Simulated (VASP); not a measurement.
# BeS (Fm-3m) in VASP: a series of runs

Aim: see how the results for BeS move with the level of theory and the settings. Levels: LDA, PBE. Tasks: relaxation of cell and atoms.

All numbers are computed with VASP 6.6.1; they aren't measurements. Logs are shortened: lines on timing, memory, paths and dates and some standing lists are left out, and cuts for length are marked.

### 1 The cell of the first run

It takes space group Fm-3m (No. 225, cubic). Conventional cell: a = 4.629 Å, b = 4.629 Å, c = 4.629 Å, α = 90.00°, β = 90.00°, γ = 90.00°. Be (site symmetry m-3m) has 6 S at 2.31 Å within 3.1 Å. Within 3.1 Å of S (site symmetry m-3m) lie 6 Be at 2.31 Å.

### 2 Relaxation of cell and atoms, LDA

The input, INCAR:

```
SYSTEM = BeS
PREC = Accurate
ENCUT = 600
EDIFF = 1E-6
ISMEAR = -1
SIGMA = 0.02
LREAL = .FALSE.
LASPH = .TRUE.
NELM = 60
ALGO = Normal
ISIF = 3
LWAVE = .FALSE.
LCHARG = .FALSE.
IBRION = 2
NSW = 80
EDIFFG = -0.005
```

The input, KPOINTS:

```
Automatic mesh
0
G
  8 8 8
  0 0 0
```

The input, POSCAR:

```
BeS
1.0
    0.0000000000      2.3146113634      2.3146113634
    2.3146113634      0.0000000000      2.3146113634
    2.3146113634      2.3146113634      0.0000000000
Be S
1 1
Direct
    0.0000000000      0.0000000000      0.0000000000
    0.5000000000      0.5000000000      0.5000000000
```

Potentials or basis: VASP PAW LDA potentials, release 64 (Be, S).

Command:

```console
> cat potpaw_LDA.64/Be/POTCAR potpaw_LDA.64/S/POTCAR > POTCAR
> mpirun -np 1 vasp_std > vasp.out
```

OUTCAR:

```text
SYSTEM = BeS
   PREC = Accurate
   ENCUT = 600
   EDIFF = 1E-6
   ISMEAR = -1
   LREAL = .FALSE.
   LASPH = .TRUE.
   NELM = 60
   ISIF = 3
   IBRION = 2
   NSW = 80
   EDIFFG = -0.005

 ion  position               nearest neighbor table
   1  0.000  0.000  0.000-   2 2.31   2 2.31   2 2.31   2 2.31   2 2.31   2 2.31
   2  0.500  0.500  0.500-   1 2.31   1 2.31   1 2.31   1 2.31   1 2.31   1 2.31

  LATTYP: Found a face centered cubic cell.
 ALAT       =     4.6292227268

  Lattice vectors:

 A1 = (   0.0000000000,   2.3146113634,   2.3146113634)
 A2 = (   2.3146113634,   0.0000000000,   2.3146113634)
 A3 = (   2.3146113634,   2.3146113634,   0.0000000000)

Analysis of symmetry for initial positions (statically):
=====================================================================
 Subroutine PRICEL returns:
 Original cell was already a primitive cell.

 Routine SETGRP: Setting up the symmetry group for a
 face centered cubic supercell.

 Subroutine GETGRP returns: Found 48 space group operations
 (whereof 48 operations were pure point group operations)
 out of a pool of 48 trial point group operations.

The static configuration has the point symmetry O_h .

Analysis of symmetry for dynamics (positions and initial velocities):
=====================================================================
 Subroutine PRICEL returns:
 Original cell was already a primitive cell.

 Routine SETGRP: Setting up the symmetry group for a
 face centered cubic supercell.

 Subroutine GETGRP returns: Found 48 space group operations
 (whereof 48 operations were pure point group operations)
 out of a pool of 48 trial point group operations.

The dynamic configuration has the point symmetry O_h .

 Subroutine INISYM returns: Found 48 space group operations
 (whereof 48 operations are pure point group operations),
 and found     1 'primitive' translations

----------------------------------------------------------------------------------------

                                     Primitive cell

  volume of cell :      24.8007

  direct lattice vectors                    reciprocal lattice vectors
     0.000000000  2.314611363  2.314611363    -0.216018986  0.216018986  0.216018986
     2.314611363  0.000000000  2.314611363     0.216018986 -0.216018986  0.216018986
     2.314611363  2.314611363  0.000000000     0.216018986  0.216018986 -0.216018986

  length of vectors
     3.273354782  3.273354782  3.273354782     0.374155859  0.374155859  0.374155859

  position of ions in fractional coordinates (direct lattice)
     0.000000000  0.000000000  0.000000000
     0.500000000  0.500000000  0.500000000

  ion indices of the primitive-cell ions
   primitive index   ion index
                 1           1
                 2           2

----------------------------------------------------------------------------------------

 KPOINTS: Automatic mesh

Automatic generation of k-mesh.
 Grid dimensions read from file:
 generate k-points for:    8    8    8

 Generating k-lattice:

  Cartesian coordinates                     Fractional coordinates (reciprocal lattice)
    -0.027002373  0.027002373  0.027002373     0.125000000  0.000000000  0.000000000
     0.027002373 -0.027002373  0.027002373     0.000000000  0.125000000  0.000000000
     0.027002373  0.027002373 -0.027002373     0.000000000  0.000000000  0.125000000

  Length of vectors
     0.046769482  0.046769482  0.046769482

  Shift w.r.t. Gamma in fractional coordinates (k-lattice)
     0.000000000  0.000000000  0.000000000

 Subroutine IBZKPT returns following result:
 ===========================================

 Found     29 irreducible k-points:

 Following reciprocal coordinates:
            Coordinates               Weight
  0.000000  0.000000  0.000000      1.000000
  0.125000  0.000000  0.000000      8.000000
  0.250000  0.000000  0.000000      8.000000
  0.375000  0.000000  0.000000      8.000000
  0.500000  0.000000  0.000000      4.000000
  0.125000  0.125000  0.000000      6.000000
[... 16 lines left out ...]
  0.500000  0.250000  0.125000     48.000000
 -0.375000  0.250000  0.125000     24.000000
 [... further k-points ...]
   k-points           NKPTS =     29   k-points in BZ     NKDIM =     29   number of bands    NBANDS=      8
   number of dos      NEDOS =    301   number of ions     NIONS =      2
   total plane-waves  NPLWV =  21952
   dimension x,y,z NGX =    28 NGY =   28 NGZ =   28
   dimension x,y,z NGXF=    56 NGYF=   56 NGZF=   56
   ions per type =               1   1
   NGX,Y,Z   is equivalent  to a cutoff of  14.22, 14.22, 14.22 a.u.
   NGXF,Y,Z  is equivalent  to a cutoff of  28.44, 28.44, 28.44 a.u.
 SYSTEM =  BeS
   PREC   = accura    normal or accurate (medium, high low for compatibility)
   ISTART =      0    job   : 0-new  1-cont  2-samecut
   ICHARG =      2    charge: 1-file 2-atom 10-const
   ISPIN  =      1    spin polarized calculation?
   LNONCOLLINEAR =      F non collinear calculations
   LSORBIT =      F    spin-orbit coupling
   LASPH  =      T    aspherical Exc in radial PAW
   ENCUT  =  600.0 eV  44.10 Ry    6.64 a.u.   6.54  6.54  6.54*2*pi/ulx,y,z
   NELM   =     60;   NELMIN=  2; NELMDL= -5     # of ELM steps
   EDIFF  = 0.1E-05   stopping-criterion for ELM
   LREAL  =      F    real-space projection
   EDIFFG = -.5E-02   stopping-criterion for IOM
   NSW    =     80    number of steps for IOM
   IBRION =      2    ionic relax: 0-MD 1-quasi-New 2-CG
   NFREE  =      1    steps in history (QN), initial steepest desc. (CG)
   ISIF   =      3    stress and relaxation
   ISYM   =      2    0-nonsym 1-usesym 2-fastsym
   POTIM  = 0.5000    time-step for ionic-motion
   TEBEG  =    0.0;   TEEND  =   0.0 temperature during run
   PSTRESS=    0.0 pullay stress
   NELECT =       8.0000    total number of electrons
   NUPDOWN=      -1.0000    fix difference up-down
   EMIN   =  10.00;   EMAX   =-10.00  energy-range for DOS
   EFERMI =   0.00;   METHOD = LEGACY
   ISMEAR =    -1;   SIGMA  =   0.02  broadening in eV -4-tet -1-fermi 0-gaus
   EFERMI_NEDOS =   21; number of points for ismear=-14 and -15
   IALGO  =     38    algorithm
   IMIX   =      4    mixing-type and parameters
     AMIX     =   0.40;   BMIX     =  1.00
     AMIX_MAG =   1.60;   BMIX_MAG =  1.00
  volume/ion in A,a.u.               =      12.40        83.68
  Fermi-wavevector in a.u.,A,eV,Ry     =   1.122751  2.121692 17.151091  1.260570
  Thomas-Fermi vector in A             =   2.259413
   LORBIT       =      0    0 simple, 1 ext, 2 COOP (PROOUT), +10 PAW based schemes
   GGA     = CA    functional components
   LHFCALC =     F    Hartree Fock is set to
   AEXX    =    0.0000 exact exchange contribution
   IVDW    =     0    specifies the selected vdW correction
   LEPSILON=     F    determine dielectric tensor
   LRPA    =     F    only Hartree local field effects (RPA)
 conjugate gradient relaxation of ions
 non-spin polarized calculation
  energy-cutoff  :      600.00
  volume of cell :       24.80
 maximum number of plane-waves:       869
 NGX is ok and might be reduce to    28
   NGX = 13   NGY = 13   NGZ = 13

--------------------------------------- Ionic step        1  -------------------------------------------

 number of electron       7.9999999 magnetization

 Free energy of the ion-electron system (eV)
  ---------------------------------------------------
  ext. energy  EPLUGINS =         0.00000000
  ---------------------------------------------------
  free energy    TOTEN  =       -10.10654342 eV

  energy without entropy =      -10.10654342  energy(sigma->0) =      -10.10654342

------------------------ aborting loop because EDIFF is reached ----------------------------------------

  FORCE on cell =-STRESS in cart. coord.  units (eV):
  Direction    XX          YY          ZZ          XY          YZ          ZX
  --------------------------------------------------------------------------------------
  -------------------------------------------------------------------------------------
  Total       -0.7874133     -0.7874133     -0.7874133     -0.0000000     -0.0000000      0.0000000
  in kB      -50.8685181    -50.8685181    -50.8685181     -0.0000000     -0.0000000      0.0000000
  external PRESSURE =     -50.8685181 kB  Pullay stress =       0.0000000 kB

 VOLUME and BASIS-vectors are now :
 -----------------------------------------------------------------------------
  energy-cutoff  :      600.00
  volume of cell :       24.80
      direct lattice vectors                 reciprocal lattice vectors
     0.000000000  2.314611363  2.314611363    -0.216018986  0.216018986  0.216018986
     2.314611363  0.000000000  2.314611363     0.216018986 -0.216018986  0.216018986
     2.314611363  2.314611363  0.000000000     0.216018986  0.216018986 -0.216018986
[... 37 lines left out ...]
 POSITION                                       TOTAL-FORCE (eV/Angst)
 -----------------------------------------------------------------------------------
      2.27065      4.54130      2.27065        -0.000000     -0.000000      0.000000
      2.27065      2.27065      2.27065         0.000000      0.000000     -0.000000
 -----------------------------------------------------------------------------------
    total drift:                                0.000000      0.000000      0.000000

  FREE ENERGIE OF THE ION-ELECTRON SYSTEM (eV)
  ---------------------------------------------------
  free  energy   TOTEN  =       -10.1242511514 eV

  energy  without entropy=      -10.1242511514  energy(sigma->0) =      -10.12425115

--------------------------------------- Ionic step        3  -------------------------------------------

 number of electron       8.0000001 magnetization

 Free energy of the ion-electron system (eV)
  ---------------------------------------------------
  ext. energy  EPLUGINS =         0.00000000
  ---------------------------------------------------
  free energy    TOTEN  =       -10.12525455 eV

  energy without entropy =      -10.12525455  energy(sigma->0) =      -10.12525455

 E-fermi :   7.4803     XC(G=0): -10.9646

 val. band max:        7.0746165931   @ k =  -0.1250   0.1250   0.0000
 cond. band min:       8.0909391656   @ k =   0.5000   0.5000   0.0000
 fundamental gap:      1.0163225725
 Fermi energy:         7.4802551889

 k-point     1 :       0.0000    0.0000    0.0000
  band No.  band energies     occupation
      1      -8.3976      2.00000
      2       6.7636      2.00000
      3       6.7636      2.00000
      4       6.7636      2.00000
      5      12.8932      0.00000
      6      15.8251      0.00000
      7      15.8251      0.00000
      8      15.8251      0.00000

 k-point     2 :       0.1250    0.0000    0.0000
  band No.  band energies     occupation
      1      -8.1548      2.00000
      2       5.3710      2.00000
      3       6.6940      2.00000
      4       6.6940      2.00000
      5      13.1752      0.00000
      6      14.8022      0.00000
      7      14.8022      0.00000
      8      15.6139      0.00000
[... 221 lines left out ...]
 k-point    23 :       0.5000    0.2500    0.1250
  band No.  band energies     occupation
      1      -5.9606      2.00000
      2       0.9955      2.00000
      3       3.4415      2.00000
      4       5.2964      2.00000
      5      10.8898      0.00000
      6      12.3889      0.00000
      7      14.9896      0.00000
      8      17.0078      0.00000

 k-point    24 :      -0.3750    0.2500    0.1250
  band No.  band energies     occupation
      1      -5.4435      2.00000
      2       0.0911      2.00000
      3       3.3775      2.00000
      4       4.9199      2.00000
      5      11.3740      0.00000
      6      11.5808      0.00000
      7      15.1509      0.00000
      8      18.4979      0.00000

 [... further k-points ...]
[... 5 lines left out ...]
  --------------------------------------------------------------------------------------
  -------------------------------------------------------------------------------------
  Total       -0.0012586     -0.0012586     -0.0012586      0.0000000      0.0000000     -0.0000000
  in kB       -0.0852063     -0.0852063     -0.0852063      0.0000000      0.0000000     -0.0000000
  external PRESSURE =      -0.0852063 kB  Pullay stress =       0.0000000 kB

 VOLUME and BASIS-vectors are now :
 -----------------------------------------------------------------------------
  energy-cutoff  :      600.00
  volume of cell :       23.67
      direct lattice vectors                 reciprocal lattice vectors
    -0.000000000  2.278735437  2.278735437    -0.219419943  0.219419943  0.219419943
     2.278735437 -0.000000000  2.278735437     0.219419943 -0.219419943  0.219419943
     2.278735437  2.278735437  0.000000000     0.219419943  0.219419943 -0.219419943

 POSITION                                       TOTAL-FORCE (eV/Angst)
 -----------------------------------------------------------------------------------
      0.00000     -0.00000      0.00000         0.000000     -0.000000      0.000000
      2.27874      2.27874      2.27874        -0.000000      0.000000     -0.000000
 -----------------------------------------------------------------------------------
    total drift:                                0.000000      0.000000      0.000000

  FREE ENERGIE OF THE ION-ELECTRON SYSTEM (eV)
  ---------------------------------------------------
  free  energy   TOTEN  =       -10.1252545455 eV

  energy  without entropy=      -10.1252545455  energy(sigma->0) =      -10.12525455

 reached required accuracy - stopping structural energy minimisation
```

It took 33 s on 1 thread of AMD EPYC, shared host; peak memory 0.11 GiB.

What came out:

```
Free energy                            : -10.1253 eV
Relaxed volume                         : 11.83 Å³/atom
Relaxed cell                           : a = 3.223 Å, b = 3.223 Å, c = 3.223 Å, α = 60.00°, β = 60.00°, γ = 60.00°
Space group after relaxing (to 0.05 Å) : Fm-3m (No. 225)
Energy gained by relaxing              : 9.4 meV/atom
Ionic steps                            : 3
Pressure after relaxing                : 0.0 GPa
Band gap on the k mesh                 : 1.02 eV, indirect (least direct gap 4.28 eV)
```

Step by step:
```tsv
step	energy change (eV)	largest force (eV/Å)	pressure (GPa)	volume (Å³)
1	0.0000	0.0000	-5.09	24.80
2	-0.0177	0.0000	1.31	23.41
3	-0.0187	0.0000	-0.01	23.67
```

Final structure:
```xyz
2
Lattice="0.0000 2.2787 2.2787 2.2787 0.0000 2.2787 2.2787 2.2787 0.0000" Properties=species:S:1:pos:R:3 pbc="T T T"
Be    0.0000    0.0000    0.0000
S     2.2787    2.2787    2.2787
```

A k mesh can miss the band edges. As with any semilocal functional, this LDA gap is likely too small.

### 3 Relaxation of cell and atoms, PBE

This run uses another cell than the first one, of 8.66 Å³/atom, 0.698 times its volume.

The input, INCAR:

```
SYSTEM = BeS
PREC = Accurate ; ENCUT = 600
EDIFF = 1E-6 ; ISMEAR = -1
SIGMA = 0.02 ; LREAL = .False.
LASPH = .True. ; NELM = 100
ALGO = Normal ; ISIF = 3
LWAVE = .False. ; LCHARG = .False.
GGA = PE ; IBRION = 2
NSW = 80 ; EDIFFG = -0.005
```

The input, KPOINTS:

```
Automatic mesh
0
Gamma
  10 10 10
  0 0 0
```

The input, POSCAR:

```
BeS
1.0
    0.0000000000      2.0534370000      2.0534370000
    2.0534370000      0.0000000000      2.0534370000
    2.0534370000      2.0534370000      0.0000000000
Be S
1 1
Direct
    0.0000000000      0.0000000000      0.0000000000
    0.5000000000      0.5000000000      0.5000000000
```

Potentials or basis: VASP PAW PBE potentials, release 64 (Be, S).

Command:

```console
> cat potpaw_PBE.64/Be/POTCAR potpaw_PBE.64/S/POTCAR > POTCAR
> mpirun -np 1 vasp_std > vasp.out
```

Run time: 55 s. Hardware: 1 thread of AMD EPYC, shared host; peak memory 0.11 GiB.

It converged, with:

```yaml
Free_energy: -8.8925 eV
Relaxed_volume: 12.39 Å³/atom
Relaxed_cell: a = 3.272 Å, b = 3.272 Å, c = 3.272 Å, α = 60.00°, β = 60.00°, γ = 60.00°
Space_group_after_relaxing_to_0.05_Å: Fm-3m (No. 225)
Energy_gained_by_relaxing: 663.8 meV/atom
Ionic_steps: 5
Pressure_after_relaxing: 0.0 GPa
Band_gap_on_the_k_mesh: 1.03 eV, indirect (least direct gap 4.17 eV)
```

Step by step:
```csv
step,energy change (eV),largest force (eV/Å),pressure (GPa),volume (Å³)
1,0.0000,0.0000,75.75,17.32
2,-1.0800,0.0000,-13.74,29.74
3,-1.3275,0.0000,0.53,24.66
4,-1.3276,0.0000,-0.20,24.83
5,-1.3277,0.0000,0.02,24.77
```

Final structure:
```
Be S
1.0
     0.00000    2.31381    2.31381
     2.31381    0.00000    2.31381
     2.31381    2.31381    0.00000
Be S
1 1
Cartesian
  2.3138 2.3138 0.0000
  2.3138 2.3138 2.3138
```

Levels at points of the mesh, in eV from the valence-band top:
| k point | band 1 | band 2 | band 3 | band 4 | band 5 | band 6 | band 7 | band 8 |
| --- | --- | --- | --- | --- | --- | --- | --- | --- |
| (0.00, 0.00, 0.00) | -15.08 | -0.25 | -0.25 | -0.25 | 5.39 | 9.66 | 9.66 | 9.66 |
| (0.50, 0.00, 0.00) | -12.81 | -7.19 | -0.46 | -0.46 | 3.98 | 3.98 | 4.19 | 10.28 |
| (0.50, 0.50, 0.00) | -11.75 | -6.76 | -3.14 | -3.14 | 1.03 | 4.37 | 11.86 | 11.86 |

Caveat: the volume moved by over 15 % at a fixed basis, so the end points are rough. PBE gaps usually lie below the measured ones, often by a third to a half.
